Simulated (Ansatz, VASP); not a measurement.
AlN: VASP beside Ansatz

```
Al N
1.0
    -3.10667    0.00000    0.00000
    -1.55333   -2.69045    0.00000
     0.00000    0.00000   10.95681
Al N
4 4
Direct
  0.33333 0.33333 0.59485
  0.33333 0.33333 0.14049
  0.66667 0.66667 0.82204
  0.66667 0.66667 0.36767
  0.33333 0.33333 0.76825
  0.33333 0.33333 0.31388
  0.66667 0.66667 0.08670
  0.66667 0.66667 0.54106
```

Alike in both runs: task single point; functional r2SCAN; k mesh 8 × 8 × 3; occupations gaussian, width 0.05 eV; no spin polarisation.

|  | VASP | Ansatz |
| --- | --- | --- |
| version | VASP 6.6.1 | Ansatz 0.2.0 |
| potentials or method | VASP PAW PBE potentials, release 64 (Al, N), cutoff 520 eV | scalar-relativistic, plane waves, PAW |
| valence electrons in the cell | 32 | 32 |

```tsv
	VASP	Ansatz	Ansatz less VASP
gap on the k mesh at the Fermi level (eV)	1.47	1.45	-0.025
least direct gap on the mesh (eV)	1.47	1.45	-0.025
pressure (GPa)	-5.0	-4.7	+0.35
traceless stress, the component that is largest in VASP (GPa)	-7.37	-7.27	+0.101
rms of the force components (eV/Å)	0.741	0.748	+0.0071
```

VASP's potentials were made for PBE, not for r2SCAN. Atom by atom the forces differ by 0.009 eV/Å (rms over components).
